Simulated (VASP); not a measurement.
A run of VASP 6.6.1 is set up as follows.

INCAR

```
SYSTEM = Ti3C2
PREC = Accurate
ENCUT = 520
EDIFF = 1E-6
ISMEAR = 0
SIGMA = 0.1
LREAL = .False.
LASPH = .True.
NELM = 80
ALGO = Normal
ISIF = 2
LWAVE = .False.
LCHARG = .False.
GGA = PS
NBANDS = 55
```

Contents of KPOINTS:

```
regular mesh
0
Gamma
  12 12 4
  0 0 0
```

The input POSCAR:

```
Ti3C2
1.0
    2.9812481359      0.0000000000      0.0000000000
   -1.4906240680      2.5818366207      0.0000000000
    0.0000000000      0.0000000000     15.0690475306
Ti C
6 4
Direct
    0.3333333333      0.6666666667      0.8421872303
    0.6666666667      0.3333333333      0.3421872303
    0.6666666667      0.3333333333      0.1578127697
    0.3333333333      0.6666666667      0.6578127697
    0.0000000000      0.0000000000      0.0000000000
    0.0000000000      0.0000000000      0.5000000000
    0.6666666667      0.3333333333      0.9142378104
    0.3333333333      0.6666666667      0.4142378104
    0.6666666667      0.3333333333      0.5857621896
    0.3333333333      0.6666666667      0.0857621896
```

Potentials or basis: VASP PAW PBE potentials, release 64 (Ti_sv, C).

Run with:

```sh
$ cat potpaw_PBE.64/Ti_sv/POTCAR potpaw_PBE.64/C/POTCAR > POTCAR
$ mpirun -np 1 vasp_std > vasp.out
```

Q: Estimate the pressure.

A: 6.4 GPa.

Q: What does it give for the band gap on the k mesh?

A: Zero (bands 44 and 45 overlap by 0.54 eV).

Q: What does it give for the largest force?

A: 0.025 eV/Å.

Stress tensor (GPa, compression positive):
```
9.52 0.00 0.00
0.00 9.52 0.00
0.00 0.00 0.20
```

Caveat: the cell differs from its parent crystal (biaxial strain in the a-b plane: -2.0 %, then relaxed in part); the stress differs along the axes, from 0 to 10 GPa; the PAW data sets were made with another functional, which shifts forces and pressure a little.
